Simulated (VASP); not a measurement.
Set up this calculation in VASP 6.6.1, as the native input.

```yaml
Task: single point
Functional: LDA
Potentials_or_basis: VASP PAW LDA potentials, release 64 (C)
Cutoff: 520 eV
k_mesh: 18 × 18 × 18
Occupations: gaussian, width 0.02 eV
Spin: no spin polarisation
Dipole_correction: no
Further_INCAR_settings: ALGO = Normal; EDIFF = 1e-06; NBANDS = 11
```

The structure of C lies in POSCAR:

```
C
1.0
    0.0000000000      2.1166507492      3.3597492418
    1.2227846677      0.0000000000      3.3597492418
    1.2227846677      2.1166507492      0.0000000000
C
2
Direct
    0.1667065656      0.8332934344      0.1667065656
    0.8332934344      0.1667065656      0.8332934344
```

These files were run (other wordings do the same):

INCAR

```
ALGO = Normal
EDIFF = 1E-6
ENCUT = 520
GGA = CA
ISIF = 2
ISMEAR = 0
LASPH = True
LCHARG = False
LREAL = False
LWAVE = False
NBANDS = 11
NELM = 100
PREC = Accurate
SIGMA = 0.02
```

KPOINTS

```
k-points
0
Gamma
  18 18 18
```

Potentials or basis: VASP PAW LDA potentials, release 64 (C).

Run with:

```sh
$ cat potpaw_LDA.64/C/POTCAR > POTCAR
$ mpirun -np 1 vasp_std > vasp.out
```

Results of the run:

```yaml
Pressure: 0.8 GPa
```

It took 73 s on 1 thread of Intel(R) Xeon(R) Platinum 8559C (Emerald Rapids), on a shared host, peak memory 0.23 GiB.
